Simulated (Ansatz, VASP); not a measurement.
# Two plane-wave programs on Ru

The input INCAR:

```
PREC = Accurate
ENCUT = 520
EDIFF = 1E-7
ISMEAR = 0
SIGMA = 0.15
LREAL = False
LASPH = True
NELM = 60
ALGO = Fast
ISIF = 2
LWAVE = False
LCHARG = False
GGA = PS
NBANDS = 21
```

Contents of KPOINTS:

```
regular mesh
0
Gamma
  24 24 14
```

The input POSCAR:

```
Ru
1.0
    2.6222858996      0.0000000000      0.0000000000
   -1.3111429498      2.2709662050      0.0000000000
    0.0000000000      0.0000000000      4.2519209508
Ru
2
Direct
    0.3333333333      0.6666666667      0.2500000000
    0.6666666667      0.3333333333      0.7500000000
```

Input for Ansatz:

```yaml
crystal:
  lattice:
    - [2.6222858996, 0.0, 0.0]
    - [-1.3111429498, 2.270966205, 0.0]
    - [0.0, 0.0, 4.2519209508]
  atoms:
    - { symbol: Ru, position: [0.3333333333, 0.6666666667, 0.25] }
    - { symbol: Ru, position: [0.6666666667, 0.3333333333, 0.75] }
basis:
  ecutwfc: 420
kpoints:
  mp_grid: { grid: [24, 24, 14] }
hamiltonian:
  xc: pbesol
scf:
  occupations: { method: gaussian, width: 0.15 }
output:
  forces: true
  stress: true
  eigenvalues: true
```

Change from the starting cell: strain -0.025 along x and y, +0.000 along z, atoms carried along.

Alike in both runs: task single point; functional PBEsol; k mesh 24 × 24 × 14; occupations gaussian, width 0.15 eV; no spin polarisation.

```csv
,VASP,Ansatz
version,VASP 6.6.1,Ansatz 0.2.0
potentials or method,"VASP PAW PBE potentials, release 64 (Ru_pv), cutoff 520 eV","scalar-relativistic, plane waves, PAW"
valence electrons in the cell,28,32
```

Ansatz gave:

- gap on the k mesh at the Fermi level (eV): none
- pressure (GPa): 19.8
- traceless stress, the component that is largest in VASP (GPa): -9.55

What did VASP give for the same quantities?

gap on the k mesh at the Fermi level (eV): none; pressure (GPa): 19.9; traceless stress, the component that is largest in VASP (GPa): -9.53.

VASP's potentials were made for PBE, not for PBEsol. A gap of «none» marks a metal or a gap that the smearing closes. VASP's potentials hold 28 valence electrons a cell and Ansatz's 32, so a difference there can come from the potentials and not from the codes.
